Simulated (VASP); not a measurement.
# Re (P6_3/mmc) in VASP: a series of runs

The runs below take Re through single point, with LDA.

Program: VASP 6.6.1. These are calculated values, not measurements. Logs are shortened: lines on timing, memory, paths and dates and some standing lists are left out, and cuts for length are marked.

## Step 1: The cell of the first run

It takes space group P6_3/mmc (No. 194, hexagonal). Conventional cell: a = 2.739 Å, b = 2.739 Å, c = 4.412 Å, α = 90.00°, β = 90.00°, γ = 120.00°. Within 3.6 Å of Re (site symmetry -6m2) lie 12 Re at 2.71 to 2.74 Å.

## Step 2: Single point, LDA

Input file INCAR:

```
  PREC = Accurate
  ENCUT = 560
  EDIFF = 1E-6
  ISMEAR = 0
  SIGMA = 1.0
  LREAL = False
  LASPH = True
  NELM = 120
  ALGO = Normal
  ISIF = 2
  LWAVE = False
  LCHARG = False
  GGA = CA
  NBANDS = 22
  GGA_COMPAT = False
```

Input file KPOINTS:

```
regular mesh
0
Gamma
  13 13 7
```

Input file POSCAR:

```
Re
1.0
    2.7391880258      0.0000000000      0.0000000000
   -1.3695940129      2.3722064161      0.0000000000
    0.0000000000      0.0000000000      4.4118668232
Re
2
Direct
    0.3333333333      0.6666666667      0.2500000000
    0.6666666667      0.3333333333      0.7500000000
```

Potentials or basis: VASP PAW LDA potentials, release 64 (Re_sv_GW).

Command:

```bash
cat potpaw_LDA.64/Re_sv_GW/POTCAR > POTCAR
mpirun -np 1 vasp_std > vasp.out
```

OUTCAR:

```text
PREC = Accurate
   ENCUT = 560
   EDIFF = 1E-6
   ISMEAR = 0
   LREAL = False
   LASPH = True
   NELM = 120
   ISIF = 2
   GGA = CA

 ion  position               nearest neighbor table
   1  0.333  0.667  0.250-   2 2.71   2 2.71   2 2.71   2 2.71   2 2.71   2 2.71
   2  0.667  0.333  0.750-   1 2.71   1 2.71   1 2.71   1 2.71   1 2.71   1 2.71

  LATTYP: Found a hexagonal cell.
 ALAT       =     2.7391880258
 C/A-ratio  =     1.6106476743

  Lattice vectors:

 A1 = (   2.7391880258,   0.0000000000,   0.0000000000)
 A2 = (  -1.3695940129,   2.3722064161,   0.0000000000)
 A3 = (   0.0000000000,   0.0000000000,   4.4118668232)

Analysis of symmetry for initial positions (statically):
=====================================================================
 Subroutine PRICEL returns:
 Original cell was already a primitive cell.

 Routine SETGRP: Setting up the symmetry group for a
 hexagonal supercell.

 Subroutine GETGRP returns: Found 24 space group operations
 (whereof 12 operations were pure point group operations)
 out of a pool of 24 trial point group operations.

The static configuration has the point symmetry D_3d.
 The point group associated with its full space group is D_6h.

Analysis of symmetry for dynamics (positions and initial velocities):
=====================================================================
 Subroutine PRICEL returns:
 Original cell was already a primitive cell.

 Routine SETGRP: Setting up the symmetry group for a
 hexagonal supercell.

 Subroutine GETGRP returns: Found 24 space group operations
 (whereof 12 operations were pure point group operations)
 out of a pool of 24 trial point group operations.

The dynamic configuration has the point symmetry D_3d.
 The point group associated with its full space group is D_6h.

 Subroutine INISYM returns: Found 24 space group operations
 (whereof 12 operations are pure point group operations),
 and found     1 'primitive' translations

----------------------------------------------------------------------------------------

                                     Primitive cell

  volume of cell :      28.6680

  direct lattice vectors                    reciprocal lattice vectors
     2.739188026  0.000000000  0.000000000     0.365071689  0.210774238  0.000000000
    -1.369594013  2.372206416  0.000000000     0.000000000  0.421548476  0.000000000
     0.000000000  0.000000000  4.411866823     0.000000000  0.000000000  0.226661420

  length of vectors
     2.739188026  2.739188026  4.411866823     0.421548476  0.421548476  0.226661420

  position of ions in fractional coordinates (direct lattice)
     0.333333333  0.666666667  0.250000000
     0.666666667  0.333333333  0.750000000

  ion indices of the primitive-cell ions
   primitive index   ion index
                 1           1
                 2           2

----------------------------------------------------------------------------------------

 KPOINTS: regular mesh

Automatic generation of k-mesh.
 Grid dimensions read from file:
 generate k-points for:   13   13    7

 Generating k-lattice:

  Cartesian coordinates                     Fractional coordinates (reciprocal lattice)
     0.028082438  0.016213403  0.000000000     0.076923077  0.000000000  0.000000000
     0.000000000  0.032426806  0.000000000     0.000000000  0.076923077  0.000000000
     0.000000000  0.000000000  0.032380203     0.000000000  0.000000000  0.142857143

  Length of vectors
     0.032426806  0.032426806  0.032380203

  Shift w.r.t. Gamma in fractional coordinates (k-lattice)
     0.000000000  0.000000000  0.000000000

 Subroutine IBZKPT returns following result:
 ===========================================

 Found     84 irreducible k-points:

 Following reciprocal coordinates:
            Coordinates               Weight
  0.000000  0.000000  0.000000      1.000000
  0.076923 -0.000000  0.000000      6.000000
  0.153846  0.000000  0.000000      6.000000
  0.230769 -0.000000  0.000000      6.000000
  0.307692  0.000000  0.000000      6.000000
  0.384615 -0.000000  0.000000      6.000000
[... 16 lines left out ...]
  0.076923 -0.000000  0.142857     12.000000
  0.153846  0.000000  0.142857     12.000000
 [... further k-points ...]
   k-points           NKPTS =     84   k-points in BZ     NKDIM =     84   number of bands    NBANDS=     22
   number of dos      NEDOS =    301   number of ions     NIONS =      2
   total plane-waves  NPLWV =  20736
   dimension x,y,z NGX =    24 NGY =   24 NGZ =   36
   dimension x,y,z NGXF=    48 NGYF=   48 NGZF=   72
   ions per type =               2
   NGX,Y,Z   is equivalent  to a cutoff of  14.57, 14.57, 13.57 a.u.
   NGXF,Y,Z  is equivalent  to a cutoff of  29.13, 29.13, 27.13 a.u.
 SYSTEM =  unknown system
   PREC   = accura    normal or accurate (medium, high low for compatibility)
   ISTART =      0    job   : 0-new  1-cont  2-samecut
   ICHARG =      2    charge: 1-file 2-atom 10-const
   ISPIN  =      1    spin polarized calculation?
   LNONCOLLINEAR =      F non collinear calculations
   LSORBIT =      F    spin-orbit coupling
   LASPH  =      T    aspherical Exc in radial PAW
   ENCUT  =  560.0 eV  41.16 Ry    6.42 a.u.   5.29  5.29  8.51*2*pi/ulx,y,z
   NELM   =    120;   NELMIN=  2; NELMDL= -5     # of ELM steps
   EDIFF  = 0.1E-05   stopping-criterion for ELM
   LREAL  =      F    real-space projection
   EDIFFG = 0.1E-04   stopping-criterion for IOM
   NSW    =      0    number of steps for IOM
   IBRION =     -1    ionic relax: 0-MD 1-quasi-New 2-CG
   NFREE  =      0    steps in history (QN), initial steepest desc. (CG)
   ISIF   =      2    stress and relaxation
   ISYM   =      2    0-nonsym 1-usesym 2-fastsym
   POTIM  = 0.5000    time-step for ionic-motion
   TEBEG  =    0.0;   TEEND  =   0.0 temperature during run
   PSTRESS=    0.0 pullay stress
   NELECT =      30.0000    total number of electrons
   NUPDOWN=      -1.0000    fix difference up-down
   EMIN   =  10.00;   EMAX   =-10.00  energy-range for DOS
   EFERMI =   0.00;   METHOD = LEGACY
   ISMEAR =     0;   SIGMA  =   1.00  broadening in eV -4-tet -1-fermi 0-gaus
   EFERMI_NEDOS =   21; number of points for ismear=-14 and -15
   IALGO  =     38    algorithm
   IMIX   =      4    mixing-type and parameters
     AMIX     =   0.40;   BMIX     =  1.00
     AMIX_MAG =   1.60;   BMIX_MAG =  1.00
  volume/ion in A,a.u.               =      14.33        96.73
  Fermi-wavevector in a.u.,A,eV,Ry     =   1.662071  3.140860 37.585841  2.762481
  Thomas-Fermi vector in A             =   2.749025
   LORBIT       =      0    0 simple, 1 ext, 2 COOP (PROOUT), +10 PAW based schemes
   GGA     = CA    functional components
   LHFCALC =     F    Hartree Fock is set to
   AEXX    =    0.0000 exact exchange contribution
   IVDW    =     0    specifies the selected vdW correction
   LEPSILON=     F    determine dielectric tensor
   LRPA    =     F    only Hartree local field effects (RPA)
 non-spin polarized calculation
 Gauss-broadening in eV      SIGMA  =   1.00
  energy-cutoff  :      560.00
  volume of cell :       28.67
 maximum number of plane-waves:       874
 NGX is ok and might be reduce to    24
   NGX = 11   NGY = 11   NGZ = 17

 number of electron      30.0000002 magnetization

 Free energy of the ion-electron system (eV)
  ---------------------------------------------------
  ext. energy  EPLUGINS =         0.00000000
  ---------------------------------------------------
  free energy    TOTEN  =       -31.17612208 eV

  energy without entropy =      -30.32638371  energy(sigma->0) =      -30.75125289

 E-fermi :  13.3672     XC(G=0): -14.5744

 val. band max:       13.3053422209   @ k =   0.4615  -0.0000   0.1429
 cond. band min:      13.3679128531   @ k =   0.1538   0.1538   0.4286
 fundamental gap:      0.0625706322
 Fermi energy:        13.3671968712

 k-point     1 :       0.0000    0.0000    0.0000
  band No.  band energies     occupation
      1     -66.1652      2.00000
      2     -66.0222      2.00000
      3     -28.9482      2.00000
      4     -27.7879      2.00000
      5     -27.7879      2.00000
      6     -27.5915      2.00000
[... 14 lines left out ...]
     21      23.5872      0.00000
     22      26.7608      0.00000

 k-point     2 :       0.0769   -0.0000    0.0000
  band No.  band energies     occupation
      1     -66.1588      2.00000
      2     -66.0194      2.00000
      3     -28.9233      2.00000
      4     -27.8470      2.00000
      5     -27.8071      2.00000
      6     -27.6529      2.00000
[... 14 lines left out ...]
     21      23.5945      0.00000
     22      27.3242      0.00000

 k-point     3 :       0.1538    0.0000    0.0000
  band No.  band energies     occupation
      1     -66.1401      2.00000
      2     -66.0113      2.00000
      3     -28.8508      2.00000
      4     -28.0084      2.00000
      5     -27.8582      2.00000
      6     -27.8185      2.00000
[... 14 lines left out ...]
     21      23.4858      0.00000
     22      28.7666      0.00000

 k-point     4 :       0.2308   -0.0000    0.0000
  band No.  band energies     occupation
      1     -66.1128      2.00000
      2     -66.0008      2.00000
      3     -28.7396      2.00000
      4     -28.2348      2.00000
      5     -28.0425      2.00000
      6     -27.9271      2.00000
[... 14 lines left out ...]
     21      23.1483      0.00000
     22      29.1451      0.00000

 k-point     5 :       0.3077    0.0000    0.0000
  band No.  band energies     occupation
      1     -66.0819      2.00000
      2     -65.9914      2.00000
      3     -28.6038      2.00000
      4     -28.4728      2.00000
      5     -28.2704      2.00000
      6     -27.9975      2.00000
[... 417 lines left out ...]
 k-point    22 :       0.0000    0.0000    0.1429
  band No.  band energies     occupation
      1     -66.1585      2.00000
      2     -66.0293      2.00000
      3     -28.8839      2.00000
      4     -27.7781      2.00000
      5     -27.7781      2.00000
      6     -27.6282      2.00000
[... 14 lines left out ...]
     21      24.5941      0.00000
     22      26.2757      0.00000

 k-point    23 :       0.0769   -0.0000    0.1429
  band No.  band energies     occupation
      1     -66.1521      2.00000
      2     -66.0264      2.00000
      3     -28.8619      2.00000
      4     -27.8359      2.00000
      5     -27.7970      2.00000
      6     -27.6958      2.00000
[... 14 lines left out ...]
     21      24.6177      0.00000
     22      26.8259      0.00000

 k-point    24 :       0.1538    0.0000    0.1429
  band No.  band energies     occupation
      1     -66.1338      2.00000
      2     -66.0177      2.00000
      3     -28.7999      2.00000
      4     -27.9923      2.00000
      5     -27.8619      2.00000
      6     -27.8470      2.00000
[... 14 lines left out ...]
     21      24.5638      0.00000
     22      28.2608      0.00000

 [... further k-points ...]

------------------------ aborting loop because EDIFF is reached ----------------------------------------

  FORCE on cell =-STRESS in cart. coord.  units (eV):
  Direction    XX          YY          ZZ          XY          YZ          ZX
  --------------------------------------------------------------------------------------
  -------------------------------------------------------------------------------------
  Total        0.6173638      0.6173638      0.2075039      0.0000000      0.0000000      0.0000000
  in kB       34.5028571     34.5028571     11.5968539      0.0000000      0.0000000      0.0000000
  external PRESSURE =      26.8675227 kB  Pullay stress =       0.0000000 kB

 VOLUME and BASIS-vectors are now :
 -----------------------------------------------------------------------------
  energy-cutoff  :      560.00
  volume of cell :       28.67
      direct lattice vectors                 reciprocal lattice vectors
     2.739188026  0.000000000  0.000000000     0.365071689  0.210774238  0.000000000
    -1.369594013  2.372206416  0.000000000     0.000000000  0.421548476  0.000000000
     0.000000000  0.000000000  4.411866823     0.000000000  0.000000000  0.226661420

 POSITION                                       TOTAL-FORCE (eV/Angst)
 -----------------------------------------------------------------------------------
     -0.00000      1.58147      1.10297        -0.000000     -0.000000      0.000000
      1.36959      0.79074      3.30890         0.000000      0.000000      0.000000
 -----------------------------------------------------------------------------------
    total drift:                               -0.000000      0.000000     -0.000000

  FREE ENERGIE OF THE ION-ELECTRON SYSTEM (eV)
  ---------------------------------------------------
  free  energy   TOTEN  =       -31.1761220835 eV

  energy  without entropy=      -30.3263837051  energy(sigma->0) =      -30.75125289
```

Run time: 36 s. Hardware: 1 thread of Intel Xeon Platinum 8259CL at 2.50GHz (Skylake/Cascade Lake), shared host; peak memory 0.18 GiB.

What came out:

```
Free energy            : -31.1761 eV
Pressure               : 2.7 GPa
Band gap on the k mesh : zero (bands 15 and 16 overlap by 3.05 eV)
```

Caveat: so wide a smearing shifts energies and pressures; spin-orbit coupling is left out, which moves the levels of the heavy elements.

## Step 3: Single point, LDA

Input file INCAR:

```
SYSTEM = Re
PREC = Accurate
ENCUT = 560
EDIFF = 1E-6
ISMEAR = -1
SIGMA = 0.1
LREAL = .FALSE.
LASPH = .TRUE.
NELM = 120
ALGO = Normal
ISIF = 2
LWAVE = .FALSE.
LCHARG = .FALSE.
GGA = CA
NBANDS = 22
GGA_COMPAT = .FALSE.
```

Input file KPOINTS:

```
regular mesh
0
G
  11 11 6
  0 0 0
```

POSCAR is that of step 2.

Potentials or basis: VASP PAW LDA potentials, release 64 (Re_sv_GW).

Command:

```bash
cat potpaw_LDA.64/Re_sv_GW/POTCAR > POTCAR
mpirun -np 1 vasp_std > vasp.out
```

Wall time 13 s (1 thread of Intel Xeon 6975P-C (Granite Rapids), shared host); peak memory 0.17 GiB.

It converged, with:

```
Free energy            : -30.7809 eV
Pressure               : 0.0 GPa
Band gap on the k mesh : zero (bands 15 and 16 overlap by 3.35 eV)
```

Stress tensor (GPa, compression positive):
```
-0.20  0.00  0.00
 0.00 -0.20  0.00
 0.00  0.00  0.36
```

Levels at points of the mesh, in eV from the Fermi level:
| k point | band 12 | band 13 | band 14 | band 15 | band 16 | band 17 | band 18 | band 19 |
| --- | --- | --- | --- | --- | --- | --- | --- | --- |
| (0.00, 0.00, 0.00) | -1.69 | -1.64 | -0.81 | -0.81 | 0.13 | 0.13 | 0.83 | 3.45 |
| (0.00, 0.00, 0.50) | -2.43 | -1.82 | -1.82 | -1.82 | -1.82 | 2.62 | 2.62 | 2.62 |

Caveat: spin-orbit coupling is left out, which moves the levels of the heavy elements.

## Step 4: Single point, LDA

Input file INCAR:

```
SYSTEM = Re
PREC     = Accurate       ! precision mode
ENCUT    = 560            ! plane-wave cutoff, eV
EDIFF    = 1E-6           ! SCF threshold, eV
ISMEAR   = -1             ! smearing method
SIGMA    = 0.1            ! smearing width, eV
LREAL    = .False.        ! projectors in reciprocal space
LASPH    = .True.         ! aspherical terms in the spheres
NELM     = 120            ! most SCF steps
ALGO     = Normal         ! electronic algorithm
ISIF     = 2              ! what is computed and relaxed
LWAVE    = .False.        ! write WAVECAR
LCHARG   = .False.        ! write CHGCAR
GGA      = CA             ! functional
NBANDS   = 22             ! bands
GGA_COMPAT= .False.
```

Input file KPOINTS:

```
Automatic mesh
0
Gamma
  3 3 2
  0 0 0
```

POSCAR is that of step 3.

Potentials or basis: VASP PAW LDA potentials, release 64 (Re_sv_GW).

Command:

```bash
cat potpaw_LDA.64/Re_sv_GW/POTCAR > POTCAR
mpirun -np 1 vasp_std > vasp.out
```

OUTCAR:

```text
SYSTEM = Re
   PREC = Accurate
   ENCUT = 560
   EDIFF = 1E-6
   ISMEAR = -1
   LREAL = .False.
   LASPH = .True.
   NELM = 120
   ISIF = 2
   GGA = CA

 ion  position               nearest neighbor table
   1  0.333  0.667  0.250-   2 2.71   2 2.71   2 2.71   2 2.71   2 2.71   2 2.71
   2  0.667  0.333  0.750-   1 2.71   1 2.71   1 2.71   1 2.71   1 2.71   1 2.71

  LATTYP: Found a hexagonal cell.
 ALAT       =     2.7391880258
 C/A-ratio  =     1.6106476743

  Lattice vectors:

[... 317 lines left out ...]

------------------------ aborting loop because EDIFF is reached ----------------------------------------

  FORCE on cell =-STRESS in cart. coord.  units (eV):
  Direction    XX          YY          ZZ          XY          YZ          ZX
  --------------------------------------------------------------------------------------
  -------------------------------------------------------------------------------------
  Total        1.8160612      1.8160612      2.5160887     -0.0000000      0.0000000      0.0000000
  in kB      101.4949288    101.4949288    140.6176445     -0.0000000      0.0000000      0.0000000
  external PRESSURE =     114.5358340 kB  Pullay stress =       0.0000000 kB

 VOLUME and BASIS-vectors are now :
 -----------------------------------------------------------------------------
  energy-cutoff  :      560.00
  volume of cell :       28.67
      direct lattice vectors                 reciprocal lattice vectors
     2.739188026  0.000000000  0.000000000     0.365071689  0.210774238  0.000000000
    -1.369594013  2.372206416  0.000000000     0.000000000  0.421548476  0.000000000
     0.000000000  0.000000000  4.411866823     0.000000000  0.000000000  0.226661420

 POSITION                                       TOTAL-FORCE (eV/Angst)
 -----------------------------------------------------------------------------------
     -0.00000      1.58147      1.10297        -0.000000     -0.000000      0.000000
      1.36959      0.79074      3.30890         0.000000      0.000000      0.000000
 -----------------------------------------------------------------------------------
    total drift:                               -0.000000      0.000000     -0.000000

  FREE ENERGIE OF THE ION-ELECTRON SYSTEM (eV)
  ---------------------------------------------------
  free  energy   TOTEN  =       -29.9548348906 eV

  energy  without entropy=      -29.8215088395  energy(sigma->0) =      -29.88817187
```

stdout:

```text
POSCAR found type information on POSCAR Re
 POSCAR found :  1 types and       2 ions
 scaLAPACK will be used
 LDA part: xc-table for (Slater(with rela. corr.)+CA(PZ))
 , standard interpolation
 POSCAR, INCAR and KPOINTS ok, starting setup
 FFT: planning ... GRIDC
 FFT: planning ... GRID_SOFT
 FFT: planning ... GRID
 WAVECAR not read
 entering main loop
```

Wall time 4.1 s (1 thread of Intel Xeon Platinum 8488C (Sapphire Rapids), shared host); peak memory 0.14 GiB.

Results:

```
Free energy            : -29.9548 eV
Pressure               : 11.5 GPa
Band gap on the k mesh : zero (bands 15 and 16 overlap by 2.03 eV)
```

Caveat: the k points lie up to 0.88 Å⁻¹ apart, too coarse for converged energies and pressures of a metal; spin-orbit coupling is left out, which moves the levels of the heavy elements.

(Continued in part 2 of 2.)

The gap in the log of VASP goes by the Fermi energy; the results here count the filled bands.